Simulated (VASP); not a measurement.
# Ag (Im-3m) in VASP: further runs

The runs below take Ag through relaxation of cell and atoms, single point, with PBE-based screened hybrid, PBEsol, PBEsol-based screened hybrid, r2SCAN0.

Program: VASP 6.6.1. These are calculated values, not measurements. Logs are shortened: lines on timing, memory, paths and dates and some standing lists are left out, and cuts for length are marked.

**1. The cell of the first run**

It takes space group Im-3m (No. 229, cubic). The conventional cell has a = 3.311 Å, b = 3.311 Å, c = 3.311 Å, α = 90.00°, β = 90.00°, γ = 90.00°. Ag (site symmetry m-3m) has 14 Ag at 2.87 to 3.31 Å within 3.8 Å.

**2. Relaxation of cell and atoms, PBE-based screened hybrid**

POSCAR reads:

```
Ag
1.0
   -1.6556540000      1.6556540000      1.6556540000
    1.6556540000     -1.6556540000      1.6556540000
    1.6556540000      1.6556540000     -1.6556540000
Ag
1
Direct
    0.0000000000      0.0000000000      0.0000000000
```

INCAR.step1 reads:

```
SYSTEM = Ag
ALGO = Normal
EDIFF = 1E-5
ENCUT = 600
GGA = PE
ISMEAR = -1
LASPH = .TRUE.
LCHARG = .FALSE.
LREAL = .FALSE.
LWAVE = .TRUE.
NBANDS = 12
NELM = 80
PREC = Accurate
SIGMA = 0.05
```

INCAR.step2 reads:

```
SYSTEM = Ag
AEXX = 0.25
ALGO = Normal
EDIFF = 1E-7
EDIFFG = -0.01
ENCUT = 600
GGA = PE
HFSCREEN = 0.3
IBRION = 2
ISIF = 3
ISMEAR = -1
ISTART = 1
LASPH = .TRUE.
LCHARG = .FALSE.
LHFCALC = .TRUE.
LREAL = .FALSE.
LWAVE = .FALSE.
NELM = 80
NSW = 60
PREC = Accurate
PRECFOCK = Normal
SIGMA = 0.05
```

KPOINTS reads:

```
k-points
0
G
  6 6 6
  0 0 0
```

Potentials or basis: VASP PAW PBE potentials, release 64 (Ag).

Started as:

```bash
$ cat potpaw_PBE.64/Ag/POTCAR > POTCAR
$ cp INCAR.step1 INCAR
$ mpirun -np 1 vasp_std > vasp.out
$ cp INCAR.step2 INCAR
$ mpirun -np 1 vasp_std > vasp.out
```

OUTCAR:

```text
SYSTEM = Ag
   AEXX = 0.25
   EDIFF = 1E-7
   EDIFFG = -0.01
   ENCUT = 600
   GGA = PE
   HFSCREEN = 0.3
   IBRION = 2
   ISIF = 3
   ISMEAR = -1
   ISTART = 1
   LASPH = .TRUE.
   LHFCALC = .TRUE.
   LREAL = .FALSE.
   NELM = 80
   NSW = 60
   PREC = Accurate
   PRECFOCK = Normal

 ion  position               nearest neighbor table
   1  0.000  0.000  0.000-

  LATTYP: Found a body centered cubic cell.
 ALAT       =     3.3113080000

  Lattice vectors:

 A1 = (  -1.6556540000,   1.6556540000,   1.6556540000)
 A2 = (   1.6556540000,  -1.6556540000,   1.6556540000)
 A3 = (   1.6556540000,   1.6556540000,  -1.6556540000)

Analysis of symmetry for initial positions (statically):
=====================================================================
 Subroutine PRICEL returns:
 Original cell was already a primitive cell.

 Routine SETGRP: Setting up the symmetry group for a
 body centered cubic supercell.

 Subroutine GETGRP returns: Found 48 space group operations
[... 9 lines left out ...]

 Routine SETGRP: Setting up the symmetry group for a
 body centered cubic supercell.

 Subroutine GETGRP returns: Found 48 space group operations
[... 11 lines left out ...]
                                     Primitive cell

  volume of cell :      18.1538

  direct lattice vectors                    reciprocal lattice vectors
    -1.655654000  1.655654000  1.655654000     0.000000000  0.301995465  0.301995465
     1.655654000 -1.655654000  1.655654000     0.301995465  0.000000000  0.301995465
     1.655654000  1.655654000 -1.655654000     0.301995465  0.301995465  0.000000000

  length of vectors
     2.867676848  2.867676848  2.867676848     0.427086083  0.427086083  0.427086083

  position of ions in fractional coordinates (direct lattice)
     0.000000000  0.000000000  0.000000000

  ion indices of the primitive-cell ions
   primitive index   ion index
                 1           1

----------------------------------------------------------------------------------------

 KPOINTS: k-points

Automatic generation of k-mesh.
 Grid dimensions read from file:
 generate k-points for:    6    6    6

 Generating k-lattice:

  Cartesian coordinates                     Fractional coordinates (reciprocal lattice)
     0.000000000  0.050332578  0.050332578     0.166666667  0.000000000  0.000000000
     0.050332578  0.000000000  0.050332578     0.000000000  0.166666667  0.000000000
     0.050332578  0.050332578  0.000000000     0.000000000  0.000000000  0.166666667

  Length of vectors
     0.071181014  0.071181014  0.071181014

  Shift w.r.t. Gamma in fractional coordinates (k-lattice)
     0.000000000  0.000000000  0.000000000

 Subroutine IBZKPT returns following result:
 ===========================================

 Found     16 irreducible k-points:

 Following reciprocal coordinates:
            Coordinates               Weight
  0.000000  0.000000  0.000000      1.000000
  0.166667  0.000000  0.000000     12.000000
  0.333333  0.000000  0.000000     12.000000
  0.500000  0.000000  0.000000      6.000000
  0.166667  0.166667  0.000000     24.000000
  0.333333  0.166667  0.000000     48.000000
[... 8 lines left out ...]
  0.500000  0.500000  0.333333     12.000000
  0.500000  0.500000  0.500000      1.000000
   k-points           NKPTS =     16   k-points in BZ     NKDIM =    216   number of bands    NBANDS=      9
   number of dos      NEDOS =    301   number of ions     NIONS =      1
   total plane-waves  NPLWV =  13824
   dimension x,y,z NGX =    24 NGY =   24 NGZ =   24
   dimension x,y,z NGXF=    48 NGYF=   48 NGZF=   48
   ions per type =               1
[... 18 lines left out ...]
   ISIF   =      3    stress and relaxation
   ISYM   =      3    0-nonsym 1-usesym 2-fastsym
   POTIM  = 0.5000    time-step for ionic-motion
   TEBEG  =    0.0;   TEEND  =   0.0 temperature during run
   PSTRESS=    0.0 pullay stress
   NELECT =      11.0000    total number of electrons
   NUPDOWN=      -1.0000    fix difference up-down
   EMIN   =  10.00;   EMAX   =-10.00  energy-range for DOS
   EFERMI =   0.00;   METHOD = LEGACY
   ISMEAR =    -1;   SIGMA  =   0.05  broadening in eV -4-tet -1-fermi 0-gaus
   EFERMI_NEDOS =   21; number of points for ismear=-14 and -15
   IALGO  =     38    algorithm
   IMIX   =      1    mixing-type and parameters
     AMIX     =   0.40;   BMIX     =  1.00
     AMIX_MAG =   1.60;   BMIX_MAG =  1.00
  volume/ion in A,a.u.               =      18.15       122.51
  Fermi-wavevector in a.u.,A,eV,Ry     =   1.385318  2.617871 26.111022  1.919106
  Thomas-Fermi vector in A             =   2.509739
   LORBIT       =      0    0 simple, 1 ext, 2 COOP (PROOUT), +10 PAW based schemes
   GGA     = PE    functional components
   LHFCALC =     T    Hartree Fock is set to
   PRECFOCK=normal    Normal, Fast or Accurate (Low or Medium for compatibility)
   ENCUT4O =  -1.0   cutoff for four orbital integrals eV
   NKREDX  =     1    reduce k-point grid by
   NKREDY  =     1    reduce k-point grid by
   NKREDZ  =     1    reduce k-point grid by
   AEXX    =    0.2500 exact exchange contribution
   HFSCREEN=    0.3000 screening length (either q_TF or 0.3 A-1)
   HFSCREENC=   0.3000 screening length for correlation (either q_TF or 0.3 A-1)
   ENCUTFOCK=  -1.0 apply spherical cutoff to Coloumb kernel
   IVDW    =     0    specifies the selected vdW correction
   LEPSILON=     F    determine dielectric tensor
   LRPA    =     F    only Hartree local field effects (RPA)
 conjugate gradient relaxation of ions
 non-spin polarized calculation
  energy-cutoff  :      600.00
  volume of cell :       18.15
 maximum number of plane-waves:       620
  NGX = 18; NGY = 18; NGZ = 18

--------------------------------------- Ionic step        1  -------------------------------------------

 number of electron      11.0000001 magnetization

 Free energy of the ion-electron system (eV)
  ---------------------------------------------------
  ext. energy  EPLUGINS =         0.00000000
  ---------------------------------------------------
  free energy    TOTEN  =        -2.66065111 eV

  energy without entropy =       -2.64405149  energy(sigma->0) =       -2.65235130

------------------------ aborting loop because EDIFF is reached ----------------------------------------

  FORCE on cell =-STRESS in cart. coord.  units (eV):
  Direction    XX          YY          ZZ          XY          YZ          ZX
  --------------------------------------------------------------------------------------
  -------------------------------------------------------------------------------------
  Total       -0.0435696     -0.0435696     -0.0435696     -0.0000000      0.0000000     -0.0000000
  in kB       -3.8452574     -3.8452574     -3.8452574     -0.0000000      0.0000000     -0.0000000
  external PRESSURE =      -3.8452574 kB  Pullay stress =       0.0000000 kB

 VOLUME and BASIS-vectors are now :
 -----------------------------------------------------------------------------
  energy-cutoff  :      600.00
  volume of cell :       18.15
      direct lattice vectors                 reciprocal lattice vectors
    -1.655654000  1.655654000  1.655654000     0.000000000  0.301995465  0.301995465
     1.655654000 -1.655654000  1.655654000     0.301995465  0.000000000  0.301995465
     1.655654000  1.655654000 -1.655654000     0.301995465  0.301995465  0.000000000

 POSITION                                       TOTAL-FORCE (eV/Angst)
 -----------------------------------------------------------------------------------
      0.00000      0.00000      0.00000        -0.000000      0.000000     -0.000000
 -----------------------------------------------------------------------------------
    total drift:                               -0.000000      0.000000      0.000000

  FREE ENERGIE OF THE ION-ELECTRON SYSTEM (eV)
  ---------------------------------------------------
  free  energy   TOTEN  =        -2.6606511141 eV

  energy  without entropy=       -2.6440514910  energy(sigma->0) =       -2.65235130

--------------------------------------- Ionic step        2  -------------------------------------------

 number of electron      11.0000003 magnetization

 Free energy of the ion-electron system (eV)
  ---------------------------------------------------
  ext. energy  EPLUGINS =         0.00000000
  ---------------------------------------------------
  free energy    TOTEN  =        -2.66076544 eV

  energy without entropy =       -2.64432415  energy(sigma->0) =       -2.65254480

 E-fermi :   7.6793     XC(G=0):  -9.8489

 val. band max:        7.6604378732   @ k =   0.5000   0.0000   0.0000
 cond. band min:       7.7073954566   @ k =   0.3333   0.1667   0.0000
 fundamental gap:      0.0469575834
 Fermi energy:         7.6793482934

 k-point     1 :       0.0000    0.0000    0.0000
  band No.  band energies     occupation
      1      -0.4769      2.00000
      2       1.6465      2.00000
      3       1.6465      2.00000
      4       1.6465      2.00000
      5       2.8996      2.00000
      6       2.8996      2.00000
      7      26.1486      0.00000
      8      26.1486      0.00000
      9      26.1486      0.00000
[... 169 lines left out ...]
 k-point    16 :       0.5000    0.5000    0.5000
  band No.  band energies     occupation
      1       0.2740      2.00000
      2       0.2740      2.00000
      3       3.7124      2.00000
      4       3.7124      2.00000
      5       3.7124      2.00000
      6      14.9178      0.00000
      7      14.9178      0.00000
      8      14.9178      0.00000
      9      20.8154      0.00000

------------------------ aborting loop because EDIFF is reached ----------------------------------------

  FORCE on cell =-STRESS in cart. coord.  units (eV):
  Direction    XX          YY          ZZ          XY          YZ          ZX
  --------------------------------------------------------------------------------------
  -------------------------------------------------------------------------------------
  Total        0.0033539      0.0033539      0.0033539     -0.0000000      0.0000000     -0.0000000
  in kB        0.2978778      0.2978778      0.2978778     -0.0000000      0.0000000     -0.0000000
  external PRESSURE =       0.2978778 kB  Pullay stress =       0.0000000 kB

 VOLUME and BASIS-vectors are now :
 -----------------------------------------------------------------------------
  energy-cutoff  :      600.00
  volume of cell :       18.04
      direct lattice vectors                 reciprocal lattice vectors
    -1.652173959  1.652173959  1.652173959     0.000000000  0.302631571  0.302631571
     1.652173959 -1.652173959  1.652173959     0.302631571  0.000000000  0.302631571
     1.652173959  1.652173959 -1.652173959     0.302631571  0.302631571  0.000000000

 POSITION                                       TOTAL-FORCE (eV/Angst)
 -----------------------------------------------------------------------------------
      1.65217      1.65217      1.65217        -0.000000     -0.000000      0.000000
 -----------------------------------------------------------------------------------
    total drift:                               -0.000000      0.000000      0.000000

  FREE ENERGIE OF THE ION-ELECTRON SYSTEM (eV)
  ---------------------------------------------------
  free  energy   TOTEN  =        -2.6607654447 eV

  energy  without entropy=       -2.6443241482  energy(sigma->0) =       -2.65254480

 reached required accuracy - stopping structural energy minimisation
```

Wall time 25 min (1 thread of AMD EPYC 7R13, shared host); peak memory 0.23 GiB.

What came out:

- Free energy: -2.6608 eV
- Relaxed volume: 18.04 Å³/atom
- Relaxed cell: a = 2.862 Å, b = 2.862 Å, c = 2.862 Å, α = 109.47°, β = 109.47°, γ = 109.47°
- Space group after relaxing (to 0.05 Å): Im-3m (No. 229)
- Energy gained by relaxing: 0.1 meV/atom
- Ionic steps: 2
- Pressure after relaxing: 0.0 GPa

The path:
```tsv
step	energy change (eV)	largest force (eV/Å)	pressure (GPa)	volume (Å³)
1	0.0000	0.0000	-0.38	18.15
2	-0.0001	0.0000	0.03	18.04
```

Final structure:
```
Ag
1.0
    -1.65217    1.65217    1.65217
     1.65217   -1.65217    1.65217
     1.65217    1.65217   -1.65217
Ag
1
Direct
  0.00000 0.00000 0.00000
```

Caveat: the k points lie up to 0.45 Å⁻¹ apart in the final cell; the PAW data sets were made with another functional, which shifts forces and pressure a little.

**3. Single point, PBEsol**

INCAR reads:

```
SYSTEM = Ag
PREC     = Accurate       ! precision mode
ENCUT    = 500            ! plane-wave cutoff, eV
EDIFF    = 1E-6           ! SCF threshold, eV
ISMEAR   = -1             ! smearing method
SIGMA    = 0.05           ! smearing width, eV
LREAL    = .FALSE.        ! projectors in reciprocal space
LASPH    = .TRUE.         ! aspherical terms in the spheres
NELM     = 120            ! most SCF steps
ALGO     = Normal         ! electronic algorithm
ISIF     = 2              ! what is computed and relaxed
LWAVE    = .FALSE.        ! write WAVECAR
LCHARG   = .FALSE.        ! write CHGCAR
GGA      = PS             ! functional
NBANDS   = 12             ! bands
GGA_COMPAT= .FALSE.
```

KPOINTS reads:

```
regular mesh
0
G
  16 16 16
  0 0 0
```

POSCAR is that of step 2.

Potentials or basis: VASP PAW PBE potentials, release 64 (Ag).

Started as:

```bash
$ cat potpaw_PBE.64/Ag/POTCAR > POTCAR
$ mpirun -np 1 vasp_std > vasp.out
```

Wall time 15 s (1 thread of Intel Xeon 6975P-C, shared host); peak memory 0.16 GiB.

Results (log left out):

| Quantity | Value |
| --- | --- |
| Free energy | -3.2326 eV |
| Pressure | -7.2 GPa |

Levels at points of the mesh, in eV from the Fermi level:
```tsv
k point	band 2	band 3	band 4	band 5	band 6	band 7	band 8	band 9
(0.00, 0.00, 0.00)	-4.67	-4.67	-4.67	-3.45	-3.45	17.70	17.70	17.70
(0.50, 0.00, 0.00)	-5.37	-3.50	-3.34	-2.54	0.02	3.78	13.06	13.87
(0.50, 0.50, 0.50)	-5.96	-2.76	-2.76	-2.76	6.66	6.66	6.66	11.92
```

Caveat: the PAW data sets were made with another functional, which shifts forces and pressure a little.

**4. Single point, PBEsol-based screened hybrid**

This run uses another cell than the first one, of 17.02 Å³/atom, 0.938 times its volume.

POSCAR reads:

```
Ag
1.0
   -1.6204750975      1.6204750975      1.6204750975
    1.6204750975     -1.6204750975      1.6204750975
    1.6204750975      1.6204750975     -1.6204750975
Ag
1
Direct
    0.0000000000      0.0000000000      0.0000000000
```

INCAR.step1 reads:

```
SYSTEM = Ag
  PREC = Accurate
  ENCUT = 520
  EDIFF = 1E-5
  ISMEAR = -1
  SIGMA = 0.05
  LREAL = .False.
  LASPH = .True.
  NELM = 60
  ALGO = Normal
  ISIF = 2
  LWAVE = .True.
  GGA = PE
  NBANDS = 12
```

INCAR.step2 reads:

```
SYSTEM = Ag
  PREC = Accurate
  ENCUT = 520
  EDIFF = 1E-6
  ISMEAR = -1
  SIGMA = 0.05
  LREAL = .False.
  LASPH = .True.
  NELM = 60
  ALGO = Normal
  ISIF = 2
  LWAVE = .False.
  LCHARG = .True.
  GGA = PS
  LHFCALC = .True.
  AEXX = 0.25
  HFSCREEN = 0.207
  PRECFOCK = Normal
  LELF = .True.
  LVHAR = .True.
  ISTART = 1
  NBANDS = 12
```

KPOINTS reads:

```
regular mesh
0
Gamma
  6 6 6
  0 0 0
```

Started as:

```bash
$ cat potpaw_PBE.64/Ag/POTCAR > POTCAR
$ cp INCAR.step1 INCAR
$ mpirun -np 1 vasp_std > vasp.out
$ cp INCAR.step2 INCAR
$ mpirun -np 1 vasp_std > vasp.out
```

It took 5.7 min on 1 thread of Intel Xeon Platinum 8375C at 2.90GHz (Ice Lake), shared host; peak memory 0.24 GiB.

It converged, with:

- Free energy: -3.1365 eV
- Pressure: 0.0 GPa

Levels at points of the mesh, in eV from the Fermi level:
```tsv
k point	band 3	band 4	band 5	band 6	band 7	band 8
(0.00, 0.00, 0.00)	-6.38	-6.38	-4.98	-4.98	18.87	18.87
(0.50, 0.00, 0.00)	-5.01	-4.81	-3.78	-0.21	4.64	14.15
(0.50, 0.50, 0.50)	-4.06	-4.06	-4.06	7.53	7.53	7.53
```

Caveat: the k points lie up to 0.46 Å⁻¹ apart; the PAW data sets were made with another functional, which shifts forces and pressure a little.

**5. Single point, r2SCAN0**

POSCAR reads:

```
Ag
1.0
   -1.6556540000      1.6556540000      1.6556540000
    1.6556540000     -1.6556540000      1.6556540000
    1.6556540000      1.6556540000     -1.6556540000
Ag
1
Direct
    0.0000000000      0.0000000000      0.0000000000
```

INCAR.step1 reads:

```
SYSTEM = Ag
PREC     = Accurate       ! precision mode
ENCUT    = 520            ! plane-wave cutoff, eV
EDIFF    = 1E-5           ! SCF threshold, eV
ISMEAR   = -1             ! smearing method
SIGMA    = 0.05           ! smearing width, eV
LREAL    = .FALSE.        ! projectors in reciprocal space
LASPH    = .TRUE.         ! aspherical terms in the spheres
NELM     = 100            ! most SCF steps
ALGO     = Normal         ! electronic algorithm
ISIF     = 2              ! what is computed and relaxed
LWAVE    = .TRUE.         ! write WAVECAR
LCHARG   = .FALSE.        ! write CHGCAR
NBANDS   = 12             ! bands
GGA      = PE             ! functional
```

INCAR.step2 reads:

```
SYSTEM = Ag
PREC     = Accurate       ! precision mode
ENCUT    = 520            ! plane-wave cutoff, eV
EDIFF    = 1E-7           ! SCF threshold, eV
ISMEAR   = -1             ! smearing method
SIGMA    = 0.05           ! smearing width, eV
LREAL    = .FALSE.        ! projectors in reciprocal space
LASPH    = .TRUE.         ! aspherical terms in the spheres
NELM     = 100            ! most SCF steps
ALGO     = Normal         ! electronic algorithm
ISIF     = 2              ! what is computed and relaxed
LWAVE    = .FALSE.        ! write WAVECAR
LCHARG   = .FALSE.        ! write CHGCAR
METAGGA  = R2SCAN         ! meta-GGA
LHFCALC  = .TRUE.         ! exact exchange
AEXX     = 0.25           ! exact-exchange fraction
LMIXTAU  = .TRUE.       
PRECFOCK = Normal       
NBANDS   = 12             ! bands
ISTART   = 1
```

KPOINTS reads:

```
regular mesh
0
G
  6 6 6
  0 0 0
```

Started as:

```bash
$ cat potpaw_PBE.64/Ag/POTCAR > POTCAR
$ cp INCAR.step1 INCAR
$ mpirun -np 1 vasp_std > vasp.out
$ cp INCAR.step2 INCAR
$ mpirun -np 1 vasp_std > vasp.out
```

It took 7.7 min on 1 thread of Intel Xeon Platinum 8375C at 2.90GHz (Ice Lake), shared host; peak memory 0.16 GiB.

The run converged. Its results:

```yaml
Free_energy: -16.9711 eV
Pressure: -2.7 GPa
```

Levels at points of the mesh, in eV from the Fermi level:
```csv
k point,band 3,band 4,band 5,band 6,band 7,band 8
"(0.00, 0.00, 0.00)",-6.96,-6.96,-5.70,-5.70,19.32,19.32
"(0.50, 0.00, 0.00)",-5.72,-5.55,-4.61,-0.33,4.57,14.50
"(0.50, 0.50, 0.50)",-4.86,-4.86,-4.86,7.87,7.87,7.87
```

Caveat: the k points lie up to 0.45 Å⁻¹ apart; the PAW data sets were made with another functional, which shifts forces and pressure a little.

**6. Summary**

```csv
task,level,cell,k mesh,cutoff (eV),grid for exact exchange (PRECFOCK),share of exact exchange,screening parameter,gap on the mesh (eV),pressure (GPa)
relaxation of cell and atoms,PBE-based screened hybrid,"relaxed from a = 2.868 Å, angles 109.5°, 1 atom",6 × 6 × 6,600,Normal,0.25,0.3 1/Å,none,0.0
single point,PBEsol,"a = 2.868 Å, angles 109.5°, 1 atom",16 × 16 × 16,500,-,-,-,none,-7.2
single point,PBEsol-based screened hybrid,"a = 2.807 Å, angles 109.5°, 1 atom",6 × 6 × 6,520,Normal,0.25,0.207 1/Å,none,0.0
single point,r2SCAN0,"a = 2.868 Å, angles 109.5°, 1 atom",6 × 6 × 6,520,Normal,-,-,none,-2.7
```

Alike in all rows: potentials or basis VASP PAW PBE potentials, release 64 (Ag); no spin polarisation; smearing fermi-dirac 0.05 eV.

Caveats: some runs use coarse meshes; the PAW data sets were made with another functional, which shifts forces and pressure a little.

Absolute energies hang on the potentials; compare differences alone.
